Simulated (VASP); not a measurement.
# TaN in VASP: further runs

The runs below take TaN through single point, with PBEsol.

Everything below comes from runs of VASP 6.6.1. Logs are shortened: lines on timing, memory, paths and dates and some standing lists are left out, and cuts for length are marked.

### 1 The cell of the first run

The typed cell holds 6 atoms: a = 5.233 Å, b = 5.237 Å, c = 2.912 Å, α = 90.28°, β = 89.46°, γ = 120.16°.

### 2 Single point, PBEsol (atoms moved at random and the cell strained at random)

Input file INCAR:

```
SYSTEM = TaN
PREC = Accurate
ENCUT = 520
EDIFF = 1E-6
ISMEAR = 0
SIGMA = 0.1
LREAL = .FALSE.
LASPH = .TRUE.
NELM = 100
ALGO = Normal
ISIF = 2
LWAVE = .FALSE.
LCHARG = .FALSE.
GGA = PS
NBANDS = 33
```

Input file KPOINTS:

```
regular mesh
0
G
  8 8 10
  0 0 0
```

Input file POSCAR:

```
TaN
1.0
    5.2329086489     -0.0086070988      0.0243694965
   -2.6239082906      4.5320940681     -0.0127235892
    0.0136676000     -0.0003489600      2.9117513200
Ta N
3 3
Direct
    0.0114805246      0.0076052129     -0.0044635488
    0.3228587735      0.6661611371      0.5083562586
    0.6621010572      0.3303313342      0.4937104539
    0.5076071311      0.0013473364     -0.0033321871
    0.4969203525      0.4818098450     -0.0029745530
   -0.0009678389      0.5127451343      0.0087035763
```

Potentials or basis: VASP PAW PBE potentials, release 64 (Ta_pv, N).

Command:

```bash
$ cat potpaw_PBE.64/Ta_pv/POTCAR potpaw_PBE.64/N/POTCAR > POTCAR
$ mpirun -np 1 vasp_std > vasp.out
```

OUTCAR:

```text
SYSTEM = TaN
   PREC = Accurate
   ENCUT = 520
   EDIFF = 1E-6
   ISMEAR = 0
   LREAL = .FALSE.
   LASPH = .TRUE.
   NELM = 100
   ISIF = 2
   GGA = PS

 ion  position               nearest neighbor table
   1  0.011  0.008  0.996-   5 2.51   6 2.56   4 2.61   4 2.62   6 2.68   2 3.27   3 3.28   3 3.29
                             2 3.30   2 3.33   2 3.34   3 3.37   3 3.39   3 3.39   3 3.40   2 3.43
   2  0.323  0.666  0.508-   6 2.06   6 2.07   4 2.08   4 2.13   5 2.17   5 2.20   3 2.99   3 3.01
                             3 3.06   1 3.27   1 3.30   1 3.33   1 3.34   1 3.43   1 3.44
   3  0.662  0.330  0.494-   5 2.04   5 2.05   6 2.07   4 2.08   4 2.09   6 2.15   2 2.99   2 3.01
                             2 3.06   1 3.28   1 3.29   1 3.37   1 3.39   1 3.39   1 3.40
   4  0.508  0.001  0.997-   3 2.08   2 2.08   3 2.09   2 2.13   1 2.61   1 2.62
   5  0.497  0.482  0.997-   3 2.04   3 2.05   2 2.17   2 2.20   1 2.51
   6  0.999  0.513  0.009-   2 2.06   3 2.07   2 2.07   3 2.15   1 2.56   1 2.68

  LATTYP: Found a triclinic cell.
 ALAT       =     6.0043650685
 B/A-ratio  =     1.5081683524
 C/A-ratio  =     0.4849444338
 COS(alpha) =     0.0002465773
 COS(beta)  =     0.4892051571
 COS(gamma) =     0.7556381054

  Lattice vectors:

 A1 = (  -2.6375758906,   4.5324430281,  -2.9244749092)
 A2 = (  -0.0149079323,   9.0555810374,  -0.0010776819)
 A3 = (  -0.0136676000,   0.0003489600,  -2.9117513200)

Analysis of symmetry for initial positions (statically):
=====================================================================
 Subroutine PRICEL returns:
 Original cell was already a primitive cell.

 Routine SETGRP: Setting up the symmetry group for a
 triclinic supercell.

 Subroutine GETGRP returns: Found  1 space group operations
 (whereof  1 operations were pure point group operations)
 out of a pool of  2 trial point group operations.

The static configuration has the point symmetry C_1 .

Analysis of symmetry for dynamics (positions and initial velocities):
=====================================================================
 Subroutine PRICEL returns:
 Original cell was already a primitive cell.

 Routine SETGRP: Setting up the symmetry group for a
 triclinic supercell.

 Subroutine GETGRP returns: Found  1 space group operations
 (whereof  1 operations were pure point group operations)
 out of a pool of  2 trial point group operations.

The dynamic configuration has the point symmetry C_1 .

 Subroutine INISYM returns: Found  1 space group operations
 (whereof  1 operations are pure point group operations),
 and found     1 'primitive' translations

----------------------------------------------------------------------------------------

                                     Primitive cell

  volume of cell :      68.9879

  direct lattice vectors                    reciprocal lattice vectors
     5.232908649 -0.008607099  0.024369497     0.191284582  0.110743938 -0.000884607
    -2.623908291  4.532094068 -0.012723589     0.000363154  0.220858875  0.000024764
     0.013667600 -0.000348960  2.911751320    -0.001599343  0.000038239  0.343443434

  length of vectors
     5.232972471  5.236882016  2.911783418     0.221031205  0.220859175  0.343447160

  position of ions in fractional coordinates (direct lattice)
     0.011480525  0.007605213  0.995536451
     0.322858774  0.666161137  0.508356259
     0.662101057  0.330331334  0.493710454
     0.507607131  0.001347336  0.996667813
     0.496920352  0.481809845  0.997025447
     0.999032161  0.512745134  0.008703576

  ion indices of the primitive-cell ions
   primitive index   ion index
                 1           1
                 2           2
                 3           3
                 4           4
                 5           5
                 6           6

----------------------------------------------------------------------------------------

 KPOINTS: regular mesh

Automatic generation of k-mesh.
 Grid dimensions read from file:
 generate k-points for:    8    8   10

 Generating k-lattice:

  Cartesian coordinates                     Fractional coordinates (reciprocal lattice)
     0.023910573  0.013842992 -0.000110576     0.125000000 -0.000000000  0.000000000
     0.000045394  0.027607359  0.000003096     0.000000000  0.125000000  0.000000000
    -0.000159934  0.000003824  0.034344343     0.000000000 -0.000000000  0.100000000

  Length of vectors
     0.027628901  0.027607397  0.034344716

  Shift w.r.t. Gamma in fractional coordinates (k-lattice)
     0.000000000  0.000000000  0.000000000

 Subroutine IBZKPT returns following result:
 ===========================================

 Found    324 irreducible k-points:

 Following reciprocal coordinates:
            Coordinates               Weight
  0.000000  0.000000  0.000000      1.000000
  0.125000  0.000000  0.000000      2.000000
  0.250000  0.000000  0.000000      2.000000
  0.375000  0.000000 -0.000000      2.000000
  0.500000  0.000000  0.000000      1.000000
  0.000000  0.125000 -0.000000      2.000000
[... 16 lines left out ...]
  0.125000  0.375000  0.000000      2.000000
  0.250000  0.375000  0.000000      2.000000
 [... further k-points ...]
   k-points           NKPTS =    324   k-points in BZ     NKDIM =    324   number of bands    NBANDS=     33
   number of dos      NEDOS =    301   number of ions     NIONS =      6
   total plane-waves  NPLWV =  38400
   dimension x,y,z NGX =    40 NGY =   40 NGZ =   24
   dimension x,y,z NGXF=    80 NGYF=   80 NGZF=   48
   ions per type =               3   3
   NGX,Y,Z   is equivalent  to a cutoff of  12.71, 12.70, 13.70 a.u.
   NGXF,Y,Z  is equivalent  to a cutoff of  25.42, 25.40, 27.41 a.u.
 SYSTEM =  TaN
   PREC   = accura    normal or accurate (medium, high low for compatibility)
   ISTART =      0    job   : 0-new  1-cont  2-samecut
   ICHARG =      2    charge: 1-file 2-atom 10-const
   ISPIN  =      1    spin polarized calculation?
   LNONCOLLINEAR =      F non collinear calculations
   LSORBIT =      F    spin-orbit coupling
   LASPH  =      T    aspherical Exc in radial PAW
   ENCUT  =  520.0 eV  38.22 Ry    6.18 a.u.   9.73  9.74  5.41*2*pi/ulx,y,z
   NELM   =    100;   NELMIN=  2; NELMDL= -5     # of ELM steps
   EDIFF  = 0.1E-05   stopping-criterion for ELM
   LREAL  =      F    real-space projection
   EDIFFG = 0.1E-04   stopping-criterion for IOM
   NSW    =      0    number of steps for IOM
   IBRION =     -1    ionic relax: 0-MD 1-quasi-New 2-CG
   NFREE  =      0    steps in history (QN), initial steepest desc. (CG)
   ISIF   =      2    stress and relaxation
   ISYM   =      2    0-nonsym 1-usesym 2-fastsym
   POTIM  = 0.5000    time-step for ionic-motion
   TEBEG  =    0.0;   TEEND  =   0.0 temperature during run
   PSTRESS=    0.0 pullay stress
   NELECT =      48.0000    total number of electrons
   NUPDOWN=      -1.0000    fix difference up-down
   EMIN   =  10.00;   EMAX   =-10.00  energy-range for DOS
   EFERMI =   0.00;   METHOD = LEGACY
   ISMEAR =     0;   SIGMA  =   0.10  broadening in eV -4-tet -1-fermi 0-gaus
   EFERMI_NEDOS =   21; number of points for ismear=-14 and -15
   IALGO  =     38    algorithm
   IMIX   =      4    mixing-type and parameters
     AMIX     =   0.40;   BMIX     =  1.00
     AMIX_MAG =   1.60;   BMIX_MAG =  1.00
  volume/ion in A,a.u.               =      11.50        77.59
  Fermi-wavevector in a.u.,A,eV,Ry     =   1.450655  2.741341 28.632109  2.104401
  Thomas-Fermi vector in A             =   2.568242
   LORBIT       =      0    0 simple, 1 ext, 2 COOP (PROOUT), +10 PAW based schemes
   GGA     = PS    functional components
   LHFCALC =     F    Hartree Fock is set to
   AEXX    =    0.0000 exact exchange contribution
   IVDW    =     0    specifies the selected vdW correction
   LEPSILON=     F    determine dielectric tensor
   LRPA    =     F    only Hartree local field effects (RPA)
 non-spin polarized calculation
 Gauss-broadening in eV      SIGMA  =   0.10
  energy-cutoff  :      520.00
  volume of cell :       68.99
 maximum number of plane-waves:      1874
   NGX = 19   NGY = 19   NGZ = 11

 number of electron      48.0000001 magnetization

 Free energy of the ion-electron system (eV)
  ---------------------------------------------------
  ext. energy  EPLUGINS =         0.00000000
  ---------------------------------------------------
  free energy    TOTEN  =       -68.59382525 eV

  energy without entropy =      -68.59000049  energy(sigma->0) =      -68.59191287

 E-fermi :   7.8240     XC(G=0): -13.0993

 val. band max:        7.8235075798   @ k =  -0.2500  -0.0000   0.2000
 cond. band min:       7.8301168588   @ k =  -0.0000   0.2500   0.4000
 fundamental gap:      0.0066092790
 Fermi energy:         7.8240489207

 k-point     1 :       0.0000    0.0000    0.0000
  band No.  band energies     occupation
      1     -28.2995      2.00000
      2     -28.2399      2.00000
      3     -27.9132      2.00000
      4     -27.8859      2.00000
      5     -27.6848      2.00000
      6     -27.5870      2.00000
[... 25 lines left out ...]
     32      11.0658      0.00000
     33      11.1003      0.00000

 k-point     2 :       0.1250    0.0000    0.0000
  band No.  band energies     occupation
      1     -28.2954      2.00000
      2     -28.2501      2.00000
      3     -27.8983      2.00000
      4     -27.8745      2.00000
      5     -27.6806      2.00000
      6     -27.5970      2.00000
[... 25 lines left out ...]
     32      11.1199      0.00000
     33      11.2970      0.00000
[... 754 lines left out ...]
     32      11.1657      0.00000
     33      11.4320      0.00000

 k-point    24 :       0.2500    0.3750    0.0000
  band No.  band energies     occupation
      1     -28.3156      2.00000
      2     -28.1390      2.00000
      3     -28.0367      2.00000
      4     -27.7836      2.00000
      5     -27.6443      2.00000
      6     -27.6268      2.00000
[... 25 lines left out ...]
     32      11.0066      0.00000
     33      11.1691      0.00000

 [... further k-points ...]
[... 5 lines left out ...]
  --------------------------------------------------------------------------------------
  -------------------------------------------------------------------------------------
  Total       -0.9075340     -0.9978905     -0.3377135      0.4945843      0.0721788     -0.8473310
  in kB      -21.0765935    -23.1750332     -7.8430662     11.4862380      1.6762824    -19.6784358
  external PRESSURE =     -17.3648976 kB  Pullay stress =       0.0000000 kB

 VOLUME and BASIS-vectors are now :
 -----------------------------------------------------------------------------
  energy-cutoff  :      520.00
  volume of cell :       68.99
      direct lattice vectors                 reciprocal lattice vectors
     5.232908649 -0.008607099  0.024369497     0.191284582  0.110743938 -0.000884607
    -2.623908291  4.532094068 -0.012723589     0.000363154  0.220858875  0.000024764
     0.013667600 -0.000348960  2.911751320    -0.001599343  0.000038239  0.343443434

 POSITION                                       TOTAL-FORCE (eV/Angst)
 -----------------------------------------------------------------------------------
      0.05373      0.03402      2.89894         0.161249     -0.058304      0.124355
     -0.05151      3.01615      1.47960         1.698066     -0.192862     -0.401437
      2.60470      1.49122      1.44949         0.673975      0.038318      0.393313
      2.66635      0.00139      2.91440         0.643522     -0.663931      0.176478
      1.34974      2.17898      2.90907        -2.783641      0.349011      0.121627
      3.88257      2.31521      0.04316        -0.393172      0.527768     -0.414337
 -----------------------------------------------------------------------------------
    total drift:                               -0.000078      0.000081     -0.000097

  FREE ENERGIE OF THE ION-ELECTRON SYSTEM (eV)
  ---------------------------------------------------
  free  energy   TOTEN  =       -68.5938252501 eV

  energy  without entropy=      -68.5900004939  energy(sigma->0) =      -68.59191287
```

Run time: 3.9 min. Hardware: 1 thread of Intel Xeon 6975P-C (Granite Rapids), shared host; peak memory 0.62 GiB.

Results:

* Free energy: -68.5938 eV
* Pressure: -1.7 GPa
* Largest force: 2.808 eV/Å
* Band gap on the k mesh: zero (bands 24 and 25 overlap by 2.12 eV)

Forces on the atoms (eV/Å):
```
Ta   0.161 -0.058  0.124
Ta   1.698 -0.193 -0.401
Ta   0.674  0.038  0.393
N    0.644 -0.664  0.176
N   -2.784  0.349  0.122
N   -0.393  0.528 -0.414
```

Stress tensor (GPa, compression positive):
```
-2.11  1.15 -1.97
 1.15 -2.32  0.17
-1.97  0.17 -0.78
```

Caveat: the cell differs from its parent crystal (atoms moved at random and the cell strained at random); the PAW data sets were made with another functional, which shifts forces and pressure a little; spin-orbit coupling is left out, which moves the levels of the heavy elements.

### 3 Single point, PBEsol

This run uses another cell than the first one, of 11.07 Å³/atom.

Input file INCAR:

```
SYSTEM = TaN
ALGO = Normal
EDIFF = 1E-6
ENCUT = 700
GGA = PS
GGA_COMPAT = .False.
ISIF = 2
ISMEAR = 0
LASPH = .True.
LCHARG = .False.
LREAL = .False.
LWAVE = .False.
NBANDS = 36
NELM = 120
PREC = Accurate
SIGMA = 0.1
```

Input file KPOINTS:

```
k-points
0
Gamma
  12 12 12
  0 0 0
```

Input file POSCAR:

```
TaN
1.0
    5.1488033967      0.0000000000      0.0000000000
   -2.5744016983      4.4589945406      0.0000000000
    0.0000000000      0.0000000000      2.8926865103
Ta N
3 3
Direct
    0.0000000000      0.0000000000      0.0000000000
    0.3333333333      0.6666666667      0.5000000000
    0.6666666667      0.3333333333      0.5000000000
    0.5000000000      0.0000000000      0.0000000000
    0.5000000000      0.5000000000      0.0000000000
    0.0000000000      0.5000000000      0.0000000000
```

Potentials or basis: VASP PAW PBE potentials, release 64 (Ta_sv_GW, N).

Command:

```bash
$ cat potpaw_PBE.64/Ta_sv_GW/POTCAR potpaw_PBE.64/N/POTCAR > POTCAR
$ mpirun -np 1 vasp_std > vasp.out
```

It took 5.1 min on 1 thread of Intel Xeon 6975P-C (Granite Rapids), shared host; peak memory 0.53 GiB.

It converged, with:

```yaml
Free_energy: -76.3098 eV
Pressure: 8.2 GPa
Band_gap_on_the_k_mesh: zero (bands 27 and 28 overlap by 2.26 eV)
```

Stress tensor (GPa, compression positive):
```
8.11 0.00 0.00
0.00 8.11 0.00
0.00 0.00 8.34
```

Levels at points of the mesh, in eV from the Fermi level:
```
           k point  band 23  band 24  band 25  band 26  band 27  band 28  band 29  band 30  band 31  band 32
(0.00, 0.00, 0.00)    -3.05    -3.05    -2.58    -2.15    -1.34    -1.34     0.76     0.76     1.26     2.22
(0.50, 0.00, 0.00)    -4.74    -3.53    -2.95    -1.76    -0.73     1.35     1.85     1.87     2.31     2.42
(0.00, 0.00, 0.50)    -3.89    -3.18    -3.18    -2.00     0.87     0.87     1.45     1.79     2.60     2.60
(0.50, 0.00, 0.50)    -4.61    -3.50    -3.24    -2.23    -1.29     1.05     1.38     3.14     3.53     3.56
```

Caveat: the cell stands under pressure; the PAW data sets were made with another functional, which shifts forces and pressure a little; spin-orbit coupling is left out, which moves the levels of the heavy elements.

### 4 Single point, PBEsol

This run uses another cell than the first one, of 11.35 Å³/atom.

Input file INCAR:

```
SYSTEM = TaN
PREC = Accurate
ENCUT = 520
EDIFF = 1E-6
ISMEAR = 0
SIGMA = 0.1
LREAL = .FALSE.
LASPH = .TRUE.
NELM = 80
ALGO = Fast
ISIF = 2
LWAVE = .FALSE.
LCHARG = .FALSE.
GGA = PS
NBANDS = 33
ISYM = 0
```

Input file KPOINTS:

```
regular mesh
0
G
  12 7 8
  0 0 0
```

Input file POSCAR:

```
TaN
1.0
    2.9035873913      0.0000000000      0.0000000000
    0.0000000000      5.2050894136      0.0000000000
    0.0000000000     -2.6025447068      4.5077396612
Ta N
3 3
Direct
    0.0000000000      0.0000000000      0.0000000000
    0.5000000000      0.6666666667      0.3333333333
    0.5000000000      0.3333333333      0.6666666667
    0.0000000000      0.0000000000      0.5000000000
    0.0000000000      0.5000000000      0.5000000000
    0.0000000000      0.5000000000      0.0000000000
```

Potentials or basis: VASP PAW PBE potentials, release 64 (Ta_pv, N).

Command:

```bash
$ cat potpaw_PBE.64/Ta_pv/POTCAR potpaw_PBE.64/N/POTCAR > POTCAR
$ mpirun -np 1 vasp_std > vasp.out
```

Wall time 20 min (1 thread of Oxide Virtual Turin-like, shared host); peak memory 0.61 GiB.

It converged, with:

```
Free energy            : -68.7070 eV
Pressure               : 0.9 GPa
Largest force          : 0.019 eV/Å
Band gap on the k mesh : zero (bands 24 and 25 overlap by 2.24 eV)
```

Forces on the atoms (eV/Å):
```
Ta   0.000  0.000  0.000
Ta   0.000  0.000 -0.019
Ta   0.000  0.000  0.019
N    0.000  0.000  0.000
N    0.000  0.000  0.000
N    0.000  0.000  0.000
```

Stress tensor (GPa, compression positive):
```
 1.07  0.00  0.00
 0.00  0.92 -0.02
 0.00 -0.02  0.78
```

Levels at points of the mesh, in eV from the Fermi level:
```csv
k point,band 21,band 22,band 23,band 24,band 25,band 26,band 27,band 28
"(0.00, 0.00, 0.00)",-3.00,-2.48,-2.10,-1.26,-1.26,0.85,0.85,1.17
"(0.50, 0.00, 0.00)",-3.09,-3.09,-1.89,0.88,0.88,1.56,1.72,2.51
"(0.00, 0.00, 0.50)",-3.40,-2.90,-1.69,-0.71,1.31,1.84,1.87,2.33
"(0.50, 0.00, 0.50)",-3.36,-3.09,-2.12,-1.22,1.05,1.36,3.12,3.42
```

Caveat: the PAW data sets were made with another functional, which shifts forces and pressure a little; spin-orbit coupling is left out, which moves the levels of the heavy elements.

### 5 Overview

| potentials or basis | cell | k mesh | cutoff (eV) | gap on the mesh (eV) | pressure (GPa) | largest force (eV/Å) |
| --- | --- | --- | --- | --- | --- | --- |
| VASP PAW PBE potentials, release 64 (Ta_pv, N) | a = 5.233, b = 5.237, c = 2.912 Å, angles 90.3, 89.5, 120.2°, 6 atoms, atomic positions A | 8 × 8 × 10 | 520 | none | -1.7 | 2.81 |
| VASP PAW PBE potentials, release 64 (Ta_sv_GW, N) | a = 5.149, b = 5.149, c = 2.893 Å, angles 90.0, 90.0, 120.0°, 6 atoms, atomic positions B | 12 × 12 × 12 | 700 | none | 8.2 | - |
| VASP PAW PBE potentials, release 64 (Ta_pv, N) | a = 2.904, b = 5.205, c = 5.205 Å, angles 120.0, 90.0, 90.0°, 6 atoms, atomic positions C | 12 × 7 × 8 | 520 | none | 0.9 | 0.02 |

Alike in all rows: task single point; level PBEsol; no spin polarisation; smearing gaussian 0.1 eV.

Caveats: the PAW data sets were made with another functional, which shifts forces and pressure a little; spin-orbit coupling is left out, which moves the levels of the heavy elements; the cell stands under pressure (at least some runs).

Absolute energies hang on the potentials; compare differences alone.
